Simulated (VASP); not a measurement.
**ZnS (dlda): single point with LDA**

Crystal: ZnS (dlda).

```
CELL_PARAMETERS angstrom
0.00000 2.64841 2.64841
2.64841 0.00000 2.64841
2.64841 2.64841 0.00000
ATOMIC_POSITIONS crystal
Zn 0.00000 0.00000 0.00000
S 0.75000 0.75000 0.75000
```

| Item | Value |
| --- | --- |
| Program | VASP 6.6.1 |
| Task | single point |
| Functional | LDA |
| Potentials or basis | VASP PAW LDA potentials, release 64 (Zn, S) |
| Cutoff | 520 eV |
| k mesh | 8 × 8 × 8 |
| Occupations | gaussian, width 0.02 eV |
| Spin | no spin polarisation |

The pressure is 0.3 GPa and the band gap on the k mesh is 2.16 eV, direct.

Levels at points of the mesh, in eV from the valence-band top:
```tsv
k point	band 5	band 6	band 7	band 8	band 9	band 10	band 11	band 12	band 13	band 14
(0.00, 0.00, 0.00)	-6.20	-6.20	0.00	0.00	0.00	2.16	6.21	6.21	6.21	11.83
(0.50, 0.00, 0.00)	-6.17	-5.98	-5.78	-0.97	-0.97	3.23	6.76	6.76	8.85	12.15
(0.50, 0.50, 0.00)	-6.12	-5.96	-4.91	-2.47	-2.47	3.06	3.89	11.16	12.20	12.20
```

Run time: 9.1 s on 1 thread of AMD EPYC 9R45 96-Core Processor (Zen 5) (shared host), peak memory 0.11 GiB.
